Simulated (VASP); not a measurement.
# HC16 (a cell with a defect) in VASP: a series of runs

The runs below take HC16 (a cell with a defect) through single point, with PBE+D3(BJ).

Everything below comes from runs of VASP 6.6.1. Logs are shortened: lines on timing, memory, paths and dates and some standing lists are left out, and cuts for length are marked.

## (1) The cell of the first run

The cell holds a defect, 17 atoms: a = 5.049 Å, b = 5.049 Å, c = 5.049 Å, α = 60.00°, β = 60.00°, γ = 60.00°.

## (2) Single point, PBE+D3(BJ)

INCAR

```
SYSTEM = HC16
PREC     = Accurate       ! precision mode
ENCUT    = 520            ! plane-wave cutoff, eV
EDIFF    = 1E-6           ! SCF threshold, eV
ISMEAR   = -1             ! smearing method
SIGMA    = 0.05           ! smearing width, eV
LREAL    = .False.        ! projectors in reciprocal space
LASPH    = .True.         ! aspherical terms in the spheres
NELM     = 120            ! most SCF steps
ALGO     = Normal         ! electronic algorithm
ISIF     = 2              ! what is computed and relaxed
LWAVE    = .False.        ! write WAVECAR
LCHARG   = .False.        ! write CHGCAR
GGA      = PE             ! functional
IVDW     = 12             ! dispersion correction
NBANDS   = 46             ! bands
NELECT   = 64.0         
GGA_COMPAT= .False.
```

KPOINTS

```
Automatic mesh
0
Gamma
  3 3 3
  0 0 0
```

POSCAR

```
HC16
1.0
    0.0000000000      3.5700000000      3.5700000000
    3.5700000000      0.0000000000      3.5700000000
    3.5700000000      3.5700000000      0.0000000000
C H
16 1
Direct
    0.0255882353     -0.0637394958      0.0637955182
    0.1672408964      0.0851960784      0.1367927171
    0.0150280112     -0.0272969188      0.5466806723
    0.1766806723      0.0821708683      0.6755042017
    0.0382492997      0.4870728291     -0.0062605042
    0.1761204482      0.5864565826      0.1337955182
    0.0225490196      0.4715686275      0.5368627451
    0.1027871148      0.6251680672      0.6642997199
    0.5054201681     -0.0469607843      0.0605742297
    0.6609383754      0.0960084034      0.1603221289
    0.5241596639     -0.0398179272      0.5420868347
    0.6494397759      0.0923809524      0.6593837535
    0.5406722689      0.4722128852      0.0271708683
    0.6449439776      0.5903221289      0.1734313725
    0.5881092437      0.4392857143      0.5278851541
    0.6781512605      0.5650420168      0.6687675070
    0.3564985994      0.5673109244      0.6696918768
```

Potentials or basis: VASP PAW PBE potentials, release 64 (C, H).

Started as:

```sh
cat potpaw_PBE.64/C/POTCAR potpaw_PBE.64/H/POTCAR > POTCAR
mpirun -np 1 vasp_std > vasp.out
```

OUTCAR:

```text
SYSTEM = HC16
   PREC = Accurate
   ENCUT = 520
   EDIFF = 1E-6
   ISMEAR = -1
   LREAL = .False.
   LASPH = .True.
   NELM = 120
   ISIF = 2
   GGA = PE
   IVDW = 12
   NELECT = 64.0
 IVDW          = 12

 ion  position               nearest neighbor table
   1  0.026  0.936  0.064-   6 1.46  10 1.51   2 1.51   4 1.61
   2  0.167  0.085  0.137-   9 1.40   1 1.51   5 1.66   3 1.69
   3  0.015  0.973  0.547-   8 1.44  12 1.51   4 1.65   2 1.69
   4  0.177  0.082  0.676-  11 1.44   1 1.61   7 1.61   3 1.65
   5  0.038  0.487  0.994-   8 1.37   6 1.56  14 1.64   2 1.66
   6  0.176  0.586  0.134-   1 1.46  13 1.51   5 1.56   7 1.66
   7  0.023  0.472  0.537-  16 1.42   8 1.50   4 1.61   6 1.66
   8  0.103  0.625  0.664-  17 1.17   5 1.37   3 1.44   7 1.50  15 2.00
   9  0.505  0.953  0.061-   2 1.40  14 1.50  10 1.65  12 1.66
  10  0.661  0.096  0.160-   1 1.51  13 1.55  11 1.58   9 1.65
  11  0.524  0.960  0.542-   4 1.44  12 1.55  10 1.58  16 1.63
  12  0.649  0.092  0.659-  15 1.45   3 1.51  11 1.55   9 1.66
  13  0.541  0.472  0.027-  16 1.48   6 1.51  14 1.52  10 1.55
  14  0.645  0.590  0.173-  15 1.49   9 1.50  13 1.52   5 1.64
  15  0.588  0.439  0.528-  17 1.08  12 1.45  16 1.48  14 1.49   8 2.00
  16  0.678  0.565  0.669-   7 1.42  15 1.48  13 1.48  11 1.63
  17  0.356  0.567  0.670-  15 1.08   8 1.17

  LATTYP: Found a face centered cubic cell.
 ALAT       =     7.1400000000

  Lattice vectors:

 A1 = (   0.0000000000,   3.5700000000,   3.5700000000)
 A2 = (   3.5700000000,   0.0000000000,   3.5700000000)
 A3 = (   3.5700000000,   3.5700000000,   0.0000000000)

Analysis of symmetry for initial positions (statically):
=====================================================================
 Subroutine PRICEL returns:
 Original cell was already a primitive cell.

 Routine SETGRP: Setting up the symmetry group for a
 face centered cubic supercell.

 Subroutine GETGRP returns: Found  1 space group operations
 (whereof  1 operations were pure point group operations)
 out of a pool of 48 trial point group operations.

The static configuration has the point symmetry C_1 .

Analysis of symmetry for dynamics (positions and initial velocities):
=====================================================================
 Subroutine PRICEL returns:
 Original cell was already a primitive cell.

 Routine SETGRP: Setting up the symmetry group for a
 face centered cubic supercell.

 Subroutine GETGRP returns: Found  1 space group operations
 (whereof  1 operations were pure point group operations)
 out of a pool of 48 trial point group operations.

The dynamic configuration has the point symmetry C_1 .

 Subroutine INISYM returns: Found  1 space group operations
 (whereof  1 operations are pure point group operations),
 and found     1 'primitive' translations

----------------------------------------------------------------------------------------

                                     Primitive cell

  volume of cell :      90.9986

  direct lattice vectors                    reciprocal lattice vectors
     0.000000000  3.570000000  3.570000000    -0.140056022  0.140056022  0.140056022
     3.570000000  0.000000000  3.570000000     0.140056022 -0.140056022  0.140056022
     3.570000000  3.570000000  0.000000000     0.140056022  0.140056022 -0.140056022

  length of vectors
     5.048742418  5.048742418  5.048742418     0.242584147  0.242584147  0.242584147

  position of ions in fractional coordinates (direct lattice)
     0.025588235  0.936260504  0.063795518
     0.167240896  0.085196078  0.136792717
     0.015028011  0.972703081  0.546680672
     0.176680672  0.082170868  0.675504202
     0.038249300  0.487072829  0.993739496
     0.176120448  0.586456583  0.133795518
[... 9 lines left out ...]
     0.678151261  0.565042017  0.668767507
     0.356498599  0.567310924  0.669691877

  ion indices of the primitive-cell ions
   primitive index   ion index
                 1           1
                 2           2
                 3           3
                 4           4
                 5           5
                 6           6
[... 9 lines left out ...]
                16          16
                17          17

----------------------------------------------------------------------------------------

 KPOINTS: Automatic mesh

Automatic generation of k-mesh.
 Grid dimensions read from file:
 generate k-points for:    3    3    3

 Generating k-lattice:

  Cartesian coordinates                     Fractional coordinates (reciprocal lattice)
    -0.046685341  0.046685341  0.046685341     0.333333333  0.000000000  0.000000000
     0.046685341 -0.046685341  0.046685341     0.000000000  0.333333333  0.000000000
     0.046685341  0.046685341 -0.046685341     0.000000000  0.000000000  0.333333333

  Length of vectors
     0.080861382  0.080861382  0.080861382

  Shift w.r.t. Gamma in fractional coordinates (k-lattice)
     0.000000000  0.000000000  0.000000000

 Subroutine IBZKPT returns following result:
 ===========================================

 Found     14 irreducible k-points:

 Following reciprocal coordinates:
            Coordinates               Weight
  0.000000  0.000000  0.000000      1.000000
  0.333333  0.000000  0.000000      2.000000
  0.000000  0.333333  0.000000      2.000000
  0.000000  0.000000  0.333333      2.000000
  0.333333  0.333333  0.333333      2.000000
  0.333333  0.333333  0.000000      2.000000
  0.000000  0.333333  0.333333      2.000000
  0.333333  0.000000  0.333333      2.000000
 -0.333333  0.333333  0.000000      2.000000
  0.000000 -0.333333  0.333333      2.000000
  0.333333  0.000000 -0.333333      2.000000
  0.333333  0.333333 -0.333333      2.000000
 -0.333333  0.333333 -0.333333      2.000000
  0.333333 -0.333333 -0.333333      2.000000
   k-points           NKPTS =     14   k-points in BZ     NKDIM =     14   number of bands    NBANDS=     46
   number of dos      NEDOS =    301   number of ions     NIONS =     17
   total plane-waves  NPLWV =  64000
   dimension x,y,z NGX =    40 NGY =   40 NGZ =   40
   dimension x,y,z NGXF=    80 NGYF=   80 NGZF=   80
   ions per type =              16   1
   NGX,Y,Z   is equivalent  to a cutoff of  13.17, 13.17, 13.17 a.u.
   NGXF,Y,Z  is equivalent  to a cutoff of  26.34, 26.34, 26.34 a.u.
 SYSTEM =  HC16
   PREC   = accura    normal or accurate (medium, high low for compatibility)
   ISTART =      0    job   : 0-new  1-cont  2-samecut
   ICHARG =      2    charge: 1-file 2-atom 10-const
   ISPIN  =      1    spin polarized calculation?
   LNONCOLLINEAR =      F non collinear calculations
   LSORBIT =      F    spin-orbit coupling
   LASPH  =      T    aspherical Exc in radial PAW
   ENCUT  =  520.0 eV  38.22 Ry    6.18 a.u.   9.39  9.39  9.39*2*pi/ulx,y,z
   NELM   =    120;   NELMIN=  2; NELMDL= -5     # of ELM steps
   EDIFF  = 0.1E-05   stopping-criterion for ELM
   LREAL  =      F    real-space projection
   EDIFFG = 0.1E-04   stopping-criterion for IOM
   NSW    =      0    number of steps for IOM
   IBRION =     -1    ionic relax: 0-MD 1-quasi-New 2-CG
   NFREE  =      0    steps in history (QN), initial steepest desc. (CG)
   ISIF   =      2    stress and relaxation
   ISYM   =      2    0-nonsym 1-usesym 2-fastsym
   POTIM  = 0.5000    time-step for ionic-motion
   TEBEG  =    0.0;   TEEND  =   0.0 temperature during run
   PSTRESS=    0.0 pullay stress
   NELECT =      64.0000    total number of electrons
   NUPDOWN=      -1.0000    fix difference up-down
   EMIN   =  10.00;   EMAX   =-10.00  energy-range for DOS
   EFERMI =   0.00;   METHOD = LEGACY
   ISMEAR =    -1;   SIGMA  =   0.05  broadening in eV -4-tet -1-fermi 0-gaus
   EFERMI_NEDOS =   21; number of points for ismear=-14 and -15
   IALGO  =     38    algorithm
   IMIX   =      4    mixing-type and parameters
     AMIX     =   0.40;   BMIX     =  1.00
     AMIX_MAG =   1.60;   BMIX_MAG =  1.00
  volume/ion in A,a.u.               =       5.35        36.12
  Fermi-wavevector in a.u.,A,eV,Ry     =   1.455872  2.751200 28.838420  2.119564
  Thomas-Fermi vector in A             =   2.572856
   LORBIT       =      0    0 simple, 1 ext, 2 COOP (PROOUT), +10 PAW based schemes
   GGA     = PE    functional components
   LHFCALC =     F    Hartree Fock is set to
   AEXX    =    0.0000 exact exchange contribution
   IVDW    =    12    specifies the selected vdW correction
   LEPSILON=     F    determine dielectric tensor
   LRPA    =     F    only Hartree local field effects (RPA)
 non-spin polarized calculation
  energy-cutoff  :      520.00
  volume of cell :       91.00
 maximum number of plane-waves:      2453
 NGX is ok and might be reduce to    40
   NGX = 19   NGY = 19   NGZ = 19

 number of electron      63.9999999 magnetization

 Free energy of the ion-electron system (eV)
  ---------------------------------------------------
  ext. energy  EPLUGINS =         0.00000000
  ---------------------------------------------------
  free energy    TOTEN  =      -151.63897562 eV

  energy without entropy =     -151.63873767  energy(sigma->0) =     -151.63885665

 E-fermi :  10.5536     XC(G=0): -13.2263

 val. band max:       10.2899873858   @ k =   0.0000   0.0000   0.0000
 cond. band min:      10.8171193437   @ k =   0.0000   0.0000   0.0000
 fundamental gap:      0.5271319579
 Fermi energy:        10.5535912240

 k-point     1 :       0.0000    0.0000    0.0000
  band No.  band energies     occupation
      1     -12.1933      2.00000
      2      -7.2866      2.00000
      3      -6.6670      2.00000
      4      -6.1902      2.00000
      5      -5.9648      2.00000
      6      -5.0261      2.00000
[... 36 lines left out ...]
     43      17.1120      0.00000
     44      17.2259      0.00000

 k-point     2 :       0.3333    0.0000    0.0000
  band No.  band energies     occupation
      1     -11.4645      2.00000
      2      -9.2851      2.00000
      3      -7.3688      2.00000
      4      -6.3298      2.00000
      5      -5.8845      2.00000
      6      -5.4587      2.00000
[... 556 lines left out ...]
 k-point    14 :       0.3333   -0.3333   -0.3333
  band No.  band energies     occupation
      1     -10.4651      2.00000
      2      -9.7653      2.00000
      3      -8.9948      2.00000
      4      -7.0845      2.00000
      5      -6.6307      2.00000
      6      -5.0224      2.00000
[... 36 lines left out ...]
     43      18.9337      0.00000
     44      19.4287      0.00000
 [bands above 44 left out]

------------------------ aborting loop because EDIFF is reached ----------------------------------------

 Edisp (eV)   -3.23265

 E8    (eV) :    -0.9206

  FORCE on cell =-STRESS in cart. coord.  units (eV):
  Direction    XX          YY          ZZ          XY          YZ          ZX
  --------------------------------------------------------------------------------------
  -------------------------------------------------------------------------------------
  Total      -2.16687    -0.66357    -2.02905    -6.35040     5.90628    -6.51543
  in kB     -38.15132   -11.68325   -35.72475  -111.80900   103.98963  -114.71466
  external pressure =      -28.52 kB  Pullay stress =        0.00 kB

 VOLUME and BASIS-vectors are now :
 -----------------------------------------------------------------------------
  energy-cutoff  :      520.00
  volume of cell :       91.00
      direct lattice vectors                 reciprocal lattice vectors
     0.000000000  3.570000000  3.570000000    -0.140056022  0.140056022  0.140056022
     3.570000000  0.000000000  3.570000000     0.140056022 -0.140056022  0.140056022
     3.570000000  3.570000000  0.000000000     0.140056022  0.140056022 -0.140056022

 POSITION                                       TOTAL-FORCE (eV/Angst)
 -----------------------------------------------------------------------------------
      3.57020      0.31910      3.43380        -0.310619     -2.783845      5.099612
      0.79250      1.08540      0.90120         5.103968     -0.580883     -2.651244
      5.42420      2.00530      3.52620        -0.481502     -0.630783      3.145933
      2.70490      3.04230      0.92410         0.749289     -4.828777     -3.482038
      5.28650      3.68420      1.87540         3.639708      5.137736     -6.115662
      2.57130      1.10640      2.72240         2.221292      0.573848     -3.018126
[... 9 lines left out ...]
      4.40470      4.80850      4.43820         2.298109     -2.444506      2.309013
      4.41610      3.66350      3.29800         1.041936     -0.880589     -0.363388
 -----------------------------------------------------------------------------------
    total drift:                                0.000057      0.000046      0.000035

  FREE ENERGIE OF THE ION-ELECTRON SYSTEM (eV)
  ---------------------------------------------------
  free  energy   TOTEN  =      -154.8716249387 eV

  energy  without entropy=     -154.8713869889  energy(sigma->0) =     -154.87150596
```

Run time: 1.7 min. Hardware: 1 thread of AMD EPYC 7R43 (Zen 3), shared host; peak memory 0.22 GiB.

What came out:

```yaml
Free_energy: -154.8716 eV
Largest_force: 8.778 eV/Å
Dispersion_energy_per_atom: -0.190 eV
```

Forces on the atoms (eV/Å):
```
C   -0.311 -2.784  5.100
C    5.104 -0.581 -2.651
C   -0.482 -0.631  3.146
C    0.749 -4.829 -3.482
C    3.640  5.138 -6.116
C    2.221  0.574 -3.018
C   -4.102  3.289  2.172
C   -2.119 -2.235  0.247
C   -1.475  1.370  5.803
C   -0.381 -0.281 -3.639
C   -1.156  1.241  2.739
C   -0.205  2.241 -1.648
C   -0.462  2.113 -2.828
C   -1.992 -0.010  2.364
C   -2.371 -1.290 -0.134
C    2.298 -2.445  2.309
H    1.042 -0.881 -0.363
```

Caveat: the k points lie up to 0.51 Å⁻¹ apart; the cell carries a net charge on a neutralising background, which shifts energy and pressure; the cell is charged against a uniform background, so pressure and absolute levels hang on convention; the atoms stand as in a frame of molecular dynamics.

## (3) Single point, PBE+D3(BJ)

INCAR

```
  ALGO = Normal
  EDIFF = 1E-6
  ENCUT = 520
  GGA = PE
  GGA_COMPAT = False
  ISIF = 2
  ISMEAR = -1
  IVDW = 12
  LASPH = True
  LCHARG = False
  LREAL = False
  LWAVE = False
  NBANDS = 46
  NELECT = 64.0
  NELM = 120
  PREC = Accurate
  SIGMA = 0.05
```

KPOINTS

```
k-points
0
Gamma
  3 3 3
```

POSCAR

```
HC16
1.0
    0.0000000000      3.5700000000      3.5700000000
    3.5700000000      0.0000000000      3.5700000000
    3.5700000000      3.5700000000      0.0000000000
C H
16 1
Direct
    0.0639075630     -0.0750000000      0.0372689076
    0.2088795518      0.0402801120      0.1577591036
    0.0335014006     -0.0858263305      0.5849019608
    0.1922689076      0.0624369748      0.6848739496
    0.0318487395      0.4568347339      0.0594957983
    0.1672969188      0.5445798319      0.2028711485
    0.0597338936      0.4343837535      0.5753081232
    0.1844257703      0.5796918768      0.6619887955
    0.5578711485     -0.0633053221      0.0532773109
    0.6477871148      0.0303921569      0.2234173669
    0.5601400560     -0.0626610644      0.5852941176
    0.6628711485      0.0602380952      0.7035714286
    0.5562044818      0.3896218487      0.0924509804
    0.6870448179      0.5339355742      0.1693697479
    0.5409523810      0.4468627451      0.5576190476
    0.6749019608      0.5599439776      0.6931092437
    0.0784873950      1.2139775910      0.2940056022
```

Potentials or basis: VASP PAW PBE potentials, release 64 (C, H).

Started as:

```sh
cat potpaw_PBE.64/C/POTCAR potpaw_PBE.64/H/POTCAR > POTCAR
mpirun -np 1 vasp_std > vasp.out
```

It took 1.9 min on 1 thread of AMD EPYC 7R43 (Zen 3), shared host; peak memory 0.22 GiB.

Results (log left out):

* Free energy: -154.3127 eV
* Largest force: 7.067 eV/Å
* Dispersion energy per atom: -0.190 eV

Forces on the atoms (eV/Å):
```
C    3.899  2.911 -1.980
C    0.066 -1.959 -4.483
C    1.838 -1.050  6.353
C   -0.074 -1.164 -2.633
C   -3.147  0.657  2.173
C    0.264 -0.034  3.503
C   -1.273 -3.591 -2.009
C    0.023  3.138 -4.200
C   -0.222  1.844 -3.817
C   -1.692  1.742  6.636
C   -4.030 -3.029 -4.948
C   -0.500  0.109  4.475
C   -0.261 -5.244  1.540
C    5.584  0.436 -0.624
C   -1.268  2.485  2.057
C   -0.264  1.768 -1.235
H    1.057  0.981 -0.807
```

Levels at points of the mesh, in eV from the Fermi level:
| k point | band 29 | band 30 | band 31 | band 32 | band 33 | band 34 | band 35 | band 36 |
| --- | --- | --- | --- | --- | --- | --- | --- | --- |
| (0.00, 0.00, 0.00) | -3.40 | -2.12 | -1.38 | -0.98 | 1.00 | 1.24 | 1.75 | 2.02 |

Caveat: the k points lie up to 0.51 Å⁻¹ apart; the cell carries a net charge on a neutralising background, which shifts energy and pressure; the cell is charged against a uniform background, so pressure and absolute levels hang on convention; the atoms stand as in a frame of molecular dynamics.

## (4) Single point, PBE+D3(BJ)

INCAR

```
PREC = Accurate
ENCUT = 520
EDIFF = 1E-6
ISMEAR = -1
SIGMA = 0.05
LREAL = F
LASPH = T
NELM = 120
ALGO = Normal
ISIF = 2
LWAVE = F
LCHARG = F
GGA = PE
IVDW = 12
NELECT = 64.0
NBANDS = 46
GGA_COMPAT = F
```

KPOINTS

```
Automatic mesh
0
Gamma
  3 3 3
```

POSCAR

```
HC16
1.0
    0.0000000000      3.5700000000      3.5700000000
    3.5700000000      0.0000000000      3.5700000000
    3.5700000000      3.5700000000      0.0000000000
C H
16 1
Direct
    0.0366666667     -0.0822128852      0.0818207283
    0.1597478992      0.0174789916      0.1964145658
    0.0489915966     -0.0641176471      0.5654341737
    0.1651820728      0.0324089636      0.7145098039
    0.0595938375      0.4046638655      0.0621988796
    0.1624929972      0.5407563025      0.2061344538
    0.0551960784      0.4310224090      0.5698179272
    0.1624509804      0.5643557423      0.7104621849
    0.5431232493     -0.1144957983      0.0592016807
    0.6706442577      0.0306162465      0.1757422969
    0.5392156863     -0.1103641457      0.5710924370
    0.6904621849      0.0404341737      0.6864565826
    0.5510224090      0.4021708683      0.0441036415
    0.6916946779      0.5469607843      0.1773809524
    0.5800280112      0.3952661064      0.5624369748
    0.6824789916      0.5228431373      0.6797899160
   -0.6968067227      1.4847899160      0.3544257703
```

Started as:

```sh
cat potpaw_PBE.64/C/POTCAR potpaw_PBE.64/H/POTCAR > POTCAR
mpirun -np 1 vasp_std > vasp.out
```

It took 1.8 min on 1 thread of AMD EPYC 7R43 (Zen 3), shared host; peak memory 0.23 GiB.

Results (log left out):

```yaml
Free_energy: -154.5713 eV
Largest_force: 7.346 eV/Å
Dispersion_energy_per_atom: -0.190 eV
```

Forces in eV/Å, atoms in the order of the input:
```
C   -3.282 -2.873 -3.061
C    3.290  2.779  5.951
C   -1.431  0.944 -2.872
C   -1.258 -0.601  3.807
C    1.901  0.279 -1.281
C   -3.655 -4.006  1.349
C    1.050  2.237 -5.419
C   -4.392  0.434  0.941
C    3.621 -0.405  5.059
C    2.569  0.672 -2.567
C    1.362 -0.375  4.225
C   -1.618 -2.043 -4.629
C    1.109  3.311  0.850
C   -3.145  1.245 -4.808
C    1.097 -4.128 -0.864
C    3.221  0.272  1.984
H   -0.440  2.257  1.334
```

Levels at points of the mesh, in eV from the Fermi level:
```csv
k point,band 28,band 29,band 30,band 31,band 32,band 33,band 34,band 35,band 36,band 37
"(0.00, 0.00, 0.00)",-3.46,-3.31,-1.57,-1.02,-0.57,0.57,2.34,2.54,2.92,3.15
```

Caveat: the k points lie up to 0.51 Å⁻¹ apart; the cell carries a net charge on a neutralising background, which shifts energy and pressure; the cell is charged against a uniform background, so pressure and absolute levels hang on convention; the atoms stand as in a frame of molecular dynamics.
